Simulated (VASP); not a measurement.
# Al48O71 (a cell with a defect) in VASP: single point with PBEsol

Aim: the single point of Al48O71 (a cell with a defect) with PBEsol.

Everything below comes from runs of VASP 6.6.1. Logs are shortened: lines on timing, memory, paths and dates and some standing lists are left out, and cuts for length are marked.

## Step 1: The cell of the first run

The cell holds a defect, 119 atoms: a = 9.548 Å, b = 9.548 Å, c = 13.014 Å, α = 90.00°, β = 90.00°, γ = 120.00°.

## Step 2: Single point, PBEsol

INCAR reads:

```
PREC     = Accurate       # precision mode
ENCUT    = 520            # plane-wave cutoff, eV
EDIFF    = 1E-6           # SCF threshold, eV
ISMEAR   = -1             # smearing method
SIGMA    = 0.05           # smearing width, eV
LREAL    = Auto         
LASPH    = True           # aspherical terms in the spheres
NELM     = 120            # most SCF steps
ALGO     = Normal         # electronic algorithm
ISIF     = 2              # what is computed and relaxed
LWAVE    = False          # write WAVECAR
LCHARG   = False          # write CHGCAR
GGA      = PS             # functional
NBANDS   = 350            # bands
ISYM     = -1           
GGA_COMPAT= False
```

KPOINTS reads:

```
explicit points
1
Reciprocal
  0.25000000   0.25000000   0.25000000 1
```

POSCAR reads:

```
Al48O71
1.0
    9.5478620000      0.0000000000      0.0000000000
   -4.7739310000      8.2686910000      0.0000000000
    0.0000000000      0.0000000000     13.0135760000
Al O
48 71
Direct
    0.3332250000      0.1666620000      0.1853830000
    0.3332210000      0.6666330000      0.1853240000
    0.8331770000      0.1669090000      0.1854490000
    0.8329480000      0.6663110000      0.1854750000
    0.1667120000      0.3331530000      0.0185630000
    0.1665630000      0.8331190000      0.0187470000
[... 111 lines left out ...]
    0.6664310000      0.4859150000      0.9163510000
    0.6667440000      0.9860370000      0.9165800000
```

Potentials or basis: VASP PAW PBE potentials, release 64 (Al, O).

Started as:

```bash
$ cat potpaw_PBE.64/Al/POTCAR potpaw_PBE.64/O/POTCAR > POTCAR
$ mpirun -np 1 vasp_std > vasp.out
```

OUTCAR:

```text
PREC = Accurate
   ENCUT = 520
   EDIFF = 1E-6
   ISMEAR = -1
   LREAL = Auto
   LASPH = True
   NELM = 120
   ISIF = 2
   GGA = PS
   ISYM = -1

 ion  position               nearest neighbor table
   1  0.333  0.167  0.185-  59 1.86  61 1.86  49 1.86  88 1.97  65 1.97  53 1.97  41 2.66  24 2.80
                            23 2.80  21 2.80  10 3.23   9 3.23  11 3.23
   2  0.333  0.667  0.185-  62 1.86  50 1.86  60 1.86  66 1.97  89 1.97  54 1.97  42 2.66  23 2.80
                            22 2.80  24 2.80  12 3.23  10 3.23   9 3.23
   3  0.833  0.167  0.185-  51 1.86  57 1.86  63 1.86  67 1.97  90 1.97  55 1.98  43 2.66  22 2.80
                            23 2.80  21 2.80  12 3.23   9 3.23  11 3.23
   4  0.833  0.666  0.185-  58 1.86  52 1.86  64 1.86  68 1.97  56 1.97  91 1.98  44 2.66  24 2.80
                            22 2.80  21 2.80  10 3.23  12 3.23  11 3.24
   5  0.167  0.333  0.019-  65 1.86  54 1.86  90 1.86 116 1.97  80 1.97 104 1.97  45 2.66  41 2.80
                            42 2.80  43 2.80  24 3.23  21 3.23  22 3.23
   6  0.167  0.833  0.019-  66 1.86  53 1.86  91 1.86 117 1.97 105 1.98  81 1.98  46 2.66  41 2.80
                            44 2.80  42 2.80  22 3.23  23 3.23  21 3.23
   7  0.666  0.333  0.019-  88 1.86  67 1.86  56 1.86  82 1.97 118 1.98 106 1.98  47 2.66  44 2.80
                            41 2.80  43 2.80  24 3.23  23 3.23  22 3.23
   8  0.667  0.833  0.019-  68 1.86  55 1.86  89 1.86 119 1.97 107 1.97  83 1.98  48 2.66  42 2.80
                            44 2.80  43 2.80  21 3.23  24 3.23  23 3.23
   9  0.166  0.333  0.315-  50 1.86  61 1.86  57 1.86 100 1.97  72 1.97  76 1.98  13 2.66  17 2.80
                            18 2.80  20 2.80   3 3.23   2 3.23   1 3.23
  10  0.167  0.834  0.314-  62 1.86  49 1.86  58 1.86 101 1.97  77 1.98  73 1.98  14 2.66  19 2.80
                            18 2.80  17 2.80   1 3.23   2 3.23   4 3.23
  11  0.666  0.333  0.316-  59 1.87  63 1.87  52 1.87  74 1.95  78 1.97 102 1.97  15 2.70  19 2.79
                            20 2.80  18 2.80   1 3.23   3 3.23   4 3.24
  12  0.666  0.834  0.314-  51 1.86  64 1.86  60 1.86  79 1.97 103 1.97  75 1.99  16 2.66  17 2.80
                            19 2.80  20 2.80   3 3.23   2 3.23   4 3.23
  13  0.166  0.333  0.519-  70 1.86  94 1.86  96 1.86  72 1.97  76 1.98 100 1.98   9 2.66  37 2.80
                            38 2.80  39 2.81  25 3.22  26 3.22  28 3.27
  14  0.167  0.833  0.519-  69 1.86  97 1.86  95 1.88  73 1.97 101 1.97  77 1.98  10 2.66  40 2.79
                            38 2.80  37 2.80  27 3.22  25 3.23  26 3.23
  15  0.666  0.342  0.523-  92 1.88  98 1.88  78 1.98 102 1.99  74 2.06  11 2.70  40 2.75  37 2.81
                            39 2.86  28 3.04  26 3.21  27 3.27
  16  0.666  0.833  0.518-  93 1.86  71 1.86  99 1.87 103 1.97  79 1.97  75 1.97  12 2.66  38 2.80
                            40 2.80  39 2.81  28 3.21  27 3.22  25 3.23
  17  1.000  0.000  0.352-  72 1.86  77 1.86 103 1.86  57 1.97  64 1.97  49 1.98  21 2.66   9 2.80
                            12 2.80  10 2.80  40 3.22  37 3.23  39 3.24
  18  1.000  0.500  0.352-  76 1.86  73 1.86 102 1.87  63 1.97  50 1.97  58 1.97  22 2.66   9 2.80
                            11 2.80  10 2.80  39 3.22  40 3.23  38 3.23
  19  0.500  0.001  0.352-  74 1.86 101 1.86  79 1.86  59 1.97  51 1.98  62 1.98  23 2.66  11 2.79
                            12 2.80  10 2.80  39 3.21  37 3.22  38 3.23
  20  0.500  0.500  0.352-  78 1.86 100 1.86  75 1.86  60 1.97  52 1.97  61 1.97  24 2.66   9 2.80
                            11 2.80  12 2.80  38 3.23  37 3.23  40 3.24
  21  1.000  1.000  0.148-  55 1.86  65 1.86  91 1.86  49 1.97  57 1.98  64 1.98  17 2.66   1 2.80
                             4 2.80   3 2.80   8 3.23   5 3.23   6 3.23
  22  1.000  0.500  0.148-  56 1.86  66 1.86  90 1.86  50 1.97  58 1.97  63 1.98  18 2.66   3 2.80
                             4 2.80   2 2.80   6 3.23   7 3.23   5 3.23
  23  0.500  0.000  0.148-  53 1.86  67 1.86  89 1.86  51 1.97  62 1.97  59 1.97  19 2.66   1 2.80
                             3 2.80   2 2.80   7 3.23   6 3.23   8 3.23
  24  0.500  0.500  0.148-  88 1.86  54 1.86  68 1.86  61 1.97  52 1.98  60 1.98  20 2.66   4 2.80
                             1 2.80   2 2.80   7 3.23   5 3.23   8 3.23
  25  1.000  0.000  0.648-  69 1.86  94 1.86  99 1.88 110 1.97 112 1.97  85 1.98  29 2.66  36 2.79
                            35 2.80  33 2.80  13 3.22  14 3.23  16 3.23
  26  1.000  0.499  0.648-  98 1.86  70 1.86  95 1.87 113 1.97  84 1.97 111 1.97  30 2.66  35 2.80
                            36 2.80  34 2.81  15 3.21  13 3.22  14 3.23
  27  0.500  0.999  0.648-  71 1.86  97 1.86  92 1.86 108 1.97  87 1.98 114 1.98  31 2.66  33 2.80
                            35 2.80  34 2.81  14 3.22  16 3.22  15 3.27
  28  0.509  0.499  0.643-  96 1.88  93 1.88  86 1.99 115 1.99 109 2.07  32 2.70  36 2.75  33 2.81
                            34 2.86  15 3.04  16 3.21  13 3.27
  29  0.000  0.000  0.852-  80 1.86 117 1.86 107 1.86 112 1.97  85 1.98 110 1.98  25 2.66  48 2.80
[... 108 lines left out ...]
 118  0.666  0.486  0.916-  44 1.86  32 1.87  47 1.97   7 1.98
 119  0.667  0.986  0.917-  31 1.86  43 1.86  48 1.97   8 1.97

IMPORTANT INFORMATION: All symmetrisations will be switched off!
NOSYMM: (Re-)initialisation of all symmetry stuff for point group C_1.

----------------------------------------------------------------------------------------

                                     Primitive cell

  volume of cell :    1027.4000

  direct lattice vectors                    reciprocal lattice vectors
     9.547862000  0.000000000  0.000000000     0.104735489  0.060469063  0.000000000
    -4.773931000  8.268691000  0.000000000     0.000000000  0.120938127  0.000000000
     0.000000000  0.000000000 13.013576000     0.000000000  0.000000000  0.076842829

  length of vectors
     9.547862000  9.547861962 13.013576000     0.120938126  0.120938127  0.076842829

  position of ions in fractional coordinates (direct lattice)
     0.333225000  0.166662000  0.185383000
     0.333221000  0.666633000  0.185324000
     0.833177000  0.166909000  0.185449000
     0.832948000  0.666311000  0.185475000
     0.166712000  0.333153000  0.018563000
     0.166563000  0.833119000  0.018747000
[... 111 lines left out ...]
     0.666431000  0.485915000  0.916351000
     0.666744000  0.986037000  0.916580000

  ion indices of the primitive-cell ions
   primitive index   ion index
                 1           1
                 2           2
                 3           3
                 4           4
                 5           5
                 6           6
[... 101 lines left out ...]
               108         108
               109         109
   k-points           NKPTS =      1   k-points in BZ     NKDIM =      1   number of bands    NBANDS=    350
   number of dos      NEDOS =    301   number of ions     NIONS =    119
   total plane-waves  NPLWV = 508032
   dimension x,y,z NGX =    72 NGY =   72 NGZ =   98
   dimension x,y,z NGXF=   144 NGYF=  144 NGZF=  196
   ions per type =              48  71
   NGX,Y,Z   is equivalent  to a cutoff of  12.54, 12.54, 12.52 a.u.
   NGXF,Y,Z  is equivalent  to a cutoff of  25.07, 25.07, 25.04 a.u.
 SYSTEM =  unknown system
   PREC   = accura    normal or accurate (medium, high low for compatibility)
   ISTART =      0    job   : 0-new  1-cont  2-samecut
   ICHARG =      2    charge: 1-file 2-atom 10-const
   ISPIN  =      1    spin polarized calculation?
   LNONCOLLINEAR =      F non collinear calculations
   LSORBIT =      F    spin-orbit coupling
   LASPH  =      T    aspherical Exc in radial PAW
   ENCUT  =  520.0 eV  38.22 Ry    6.18 a.u.  17.75 17.75 24.20*2*pi/ulx,y,z
   NELM   =    120;   NELMIN=  2; NELMDL= -5     # of ELM steps
   EDIFF  = 0.1E-05   stopping-criterion for ELM
   LREAL  =      T    real-space projection
   EDIFFG = 0.1E-04   stopping-criterion for IOM
   NSW    =      0    number of steps for IOM
   IBRION =     -1    ionic relax: 0-MD 1-quasi-New 2-CG
   NFREE  =      0    steps in history (QN), initial steepest desc. (CG)
   ISIF   =      2    stress and relaxation
   ISYM   =     -1    0-nonsym 1-usesym 2-fastsym
   POTIM  = 0.5000    time-step for ionic-motion
   TEBEG  =    0.0;   TEEND  =   0.0 temperature during run
   PSTRESS=    0.0 pullay stress
   NELECT =     570.0000    total number of electrons
   NUPDOWN=      -1.0000    fix difference up-down
   EMIN   =  10.00;   EMAX   =-10.00  energy-range for DOS
   EFERMI =   0.00;   METHOD = LEGACY
   ISMEAR =    -1;   SIGMA  =   0.05  broadening in eV -4-tet -1-fermi 0-gaus
   EFERMI_NEDOS =   21; number of points for ismear=-14 and -15
   IALGO  =     38    algorithm
   IMIX   =      4    mixing-type and parameters
     AMIX     =   0.40;   BMIX     =  1.00
     AMIX_MAG =   1.60;   BMIX_MAG =  1.00
  volume/ion in A,a.u.               =       8.63        58.26
  Fermi-wavevector in a.u.,A,eV,Ry     =   1.345199  2.542058 24.620571  1.809561
  Thomas-Fermi vector in A             =   2.473131
   LORBIT       =      0    0 simple, 1 ext, 2 COOP (PROOUT), +10 PAW based schemes
   GGA     = PS    functional components
   LHFCALC =     F    Hartree Fock is set to
   AEXX    =    0.0000 exact exchange contribution
   IVDW    =     0    specifies the selected vdW correction
   LEPSILON=     F    determine dielectric tensor
   LRPA    =     F    only Hartree local field effects (RPA)
 non-spin polarized calculation
  energy-cutoff  :      520.00
  volume of cell :     1027.40
 maximum number of plane-waves:     27659
 NGX is ok and might be reduce to    70
   NGX = 35   NGY = 35   NGZ = 49

 number of electron     569.9999863 magnetization

 Free energy of the ion-electron system (eV)
  ---------------------------------------------------
  ext. energy  EPLUGINS =         0.00000000
  ---------------------------------------------------
  free energy    TOTEN  =      -931.98022062 eV

  energy without entropy =     -931.98022062  energy(sigma->0) =     -931.98022062

 E-fermi :   9.5826     XC(G=0): -11.8729

 val. band max:        8.2916042534   @ k =   0.2500   0.2500   0.2500
 cond. band min:      12.6870081723   @ k =   0.2500   0.2500   0.2500
 fundamental gap:      4.3954039190
 Fermi energy:         9.5825709371

 k-point     1 :       0.2500    0.2500    0.2500
  band No.  band energies     occupation
      1     -12.9880      2.00000
      2     -12.7675      2.00000
      3     -12.7233      2.00000
      4     -12.6922      2.00000
      5     -12.5131      2.00000
      6     -12.4845      2.00000
[... 289 lines left out ...]
    296      15.0887      0.00000
    297      15.1074      0.00000
 [bands above 297 left out]

------------------------ aborting loop because EDIFF is reached ----------------------------------------

  FORCE on cell =-STRESS in cart. coord.  units (eV):
  Direction    XX          YY          ZZ          XY          YZ          ZX
  --------------------------------------------------------------------------------------
  -------------------------------------------------------------------------------------
  Total       -1.5041612     -0.4190817     -0.7960594      0.9447792     -0.4866728      0.8268814
  in kB       -2.3456619     -0.6535364     -1.2414136      1.4733345     -0.7589411      1.2894790
  external PRESSURE =      -1.4135373 kB  Pullay stress =       0.0000000 kB

 VOLUME and BASIS-vectors are now :
 -----------------------------------------------------------------------------
  energy-cutoff  :      520.00
  volume of cell :     1027.40
      direct lattice vectors                 reciprocal lattice vectors
     9.547862000  0.000000000  0.000000000     0.104735489  0.060469063  0.000000000
    -4.773931000  8.268691000  0.000000000     0.000000000  0.120938127  0.000000000
     0.000000000  0.000000000 13.013576000     0.000000000  0.000000000  0.076842829

 POSITION                                       TOTAL-FORCE (eV/Angst)
 -----------------------------------------------------------------------------------
      2.38595      1.37808      2.41250        -0.001604     -0.001347     -0.003742
     -0.00091      5.51218      2.41173        -0.000903     -0.000601     -0.004213
      7.15825      1.38012      2.41335        -0.000507      0.000899     -0.004754
      4.77195      5.50952      2.41369        -0.000675      0.000158     -0.006034
      0.00129      2.75474      0.24157        -0.000232     -0.000923     -0.003049
     -2.38693      6.88880      0.24397         0.000209     -0.000676     -0.001377
[... 111 lines left out ...]
      4.04327      4.01788     11.92500         0.001746     -0.003136     -0.001352
      1.65871      8.15324     11.92798         0.000979     -0.003439     -0.003243
 -----------------------------------------------------------------------------------
    total drift:                                0.020373      0.016638     -0.006193

  FREE ENERGIE OF THE ION-ELECTRON SYSTEM (eV)
  ---------------------------------------------------
  free  energy   TOTEN  =      -931.9802206160 eV

  energy  without entropy=     -931.9802206160  energy(sigma->0) =     -931.98022062
```

Wall time 15 min (1 thread of Intel Xeon Platinum 8175M at 2.50GHz (Skylake/Cascade Lake), shared host); peak memory 1 GiB.

What came out:

| Item | Value |
| --- | --- |
| Free energy | -931.9802 eV |
| Pressure | -0.1 GPa |
| Largest force | 0.010 eV/Å |
| Band gap on the k mesh | 4.40 eV |

Forces in eV/Å, atoms in the order of the input:
```
Al  -0.002 -0.001 -0.004
Al  -0.001 -0.001 -0.004
Al  -0.001  0.001 -0.005
Al  -0.001  0.000 -0.006
Al   0.000 -0.001 -0.003
Al   0.000 -0.001 -0.001
Al  -0.001 -0.002 -0.002
Al   0.001  0.000 -0.002
Al  -0.003  0.000  0.002
Al   0.000  0.000  0.002
Al  -0.003 -0.004  0.000
Al  -0.002  0.000  0.001
Al   0.002 -0.002  0.000
Al   0.000  0.000 -0.001
Al   0.000  0.000 -0.004
Al  -0.004  0.003  0.000
Al   0.003  0.000 -0.004
Al  -0.001  0.001 -0.003
Al  -0.002 -0.003 -0.003
Al   0.001 -0.001 -0.001
Al   0.002  0.001  0.002
Al   0.002  0.001  0.002
Al   0.001  0.000  0.001
Al  -0.001  0.001  0.003
Al   0.001 -0.001  0.006
Al   0.001 -0.001  0.007
Al  -0.002  0.004  0.005
Al  -0.007 -0.004  0.007
Al   0.001  0.001 -0.003
Al  -0.001 -0.002  0.000
Al  -0.001  0.000 -0.001
Al   0.000  0.000 -0.001
Al   0.000  0.000  0.001
Al   0.000 -0.001  0.001
Al  -0.002 -0.001  0.000
Al   0.005  0.003  0.001
Al   0.002  0.000 -0.001
Al  -0.001 -0.002  0.001
Al  -0.002  0.001  0.006
Al   0.003  0.003  0.003
Al   0.000 -0.002  0.000
Al   0.000  0.000  0.002
Al   0.000 -0.003  0.001
Al   0.000  0.000  0.003
Al   0.000 -0.003  0.004
Al   0.002  0.001  0.006
Al   0.000 -0.002  0.002
Al   0.001 -0.001  0.004
O   -0.004 -0.001  0.003
O   -0.004 -0.001  0.000
O   -0.004 -0.002  0.001
O   -0.005  0.001  0.002
O   -0.003  0.006  0.001
O   -0.002  0.005  0.001
O   -0.001  0.005  0.002
O   -0.003  0.005  0.000
O    0.004 -0.005  0.002
O    0.003 -0.006  0.001
O    0.005 -0.004  0.001
O    0.005 -0.006  0.001
O    0.005  0.006 -0.001
O    0.005  0.006  0.001
O    0.003  0.005  0.001
O    0.004  0.004  0.003
O    0.006 -0.001  0.003
O    0.005  0.000  0.002
O    0.006  0.000  0.001
O    0.006 -0.001  0.002
O    0.002  0.005  0.001
O    0.001  0.004  0.000
O    0.004  0.003  0.001
O    0.000  0.005  0.001
O   -0.003  0.004  0.000
O   -0.001  0.003 -0.002
O   -0.002  0.002  0.001
O    0.007 -0.001  0.001
O    0.007  0.000  0.000
O    0.007  0.002 -0.002
O    0.007  0.002  0.000
O    0.003  0.006 -0.004
O    0.002  0.004 -0.003
O    0.003  0.005 -0.002
O    0.003  0.004 -0.004
O   -0.003  0.006  0.000
O   -0.006  0.007 -0.002
O   -0.002  0.007 -0.002
O   -0.004  0.002 -0.004
O   -0.003 -0.003  0.003
O   -0.003 -0.004  0.002
O   -0.004 -0.005  0.003
O   -0.003 -0.003  0.003
O   -0.005  0.001  0.002
O    0.001 -0.001  0.004
O   -0.004  0.000 -0.001
O   -0.009  0.000 -0.002
O    0.003 -0.003  0.000
O    0.001 -0.004  0.003
O   -0.001 -0.001 -0.003
O    0.003 -0.010  0.002
O   -0.001 -0.004 -0.001
O   -0.001 -0.004  0.000
O   -0.002 -0.003  0.004
O   -0.002 -0.005  0.002
O   -0.005  0.001 -0.002
O   -0.006  0.001 -0.003
O   -0.008  0.002 -0.004
O   -0.006  0.000 -0.003
O    0.004  0.003 -0.003
O    0.004  0.002  0.000
O    0.004  0.001 -0.003
O    0.002  0.000 -0.006
O   -0.002 -0.002 -0.003
O   -0.002 -0.005 -0.004
O   -0.003 -0.003  0.001
O    0.000 -0.005 -0.008
O    0.001 -0.004 -0.003
O    0.001 -0.004 -0.004
O    0.002 -0.003 -0.001
O    0.001 -0.003 -0.003
```

Levels at points of the mesh, in eV from the valence-band top:
```csv
k point,band 281,band 282,band 283,band 284,band 285,band 286,band 287,band 288,band 289,band 290
"(0.25, 0.25, 0.25)",-2.55,-2.55,-2.53,-2.45,0.00,4.40,4.56,4.90,5.14,5.59
```

Caveat: the PAW data sets were made with another functional, which shifts forces and pressure a little.
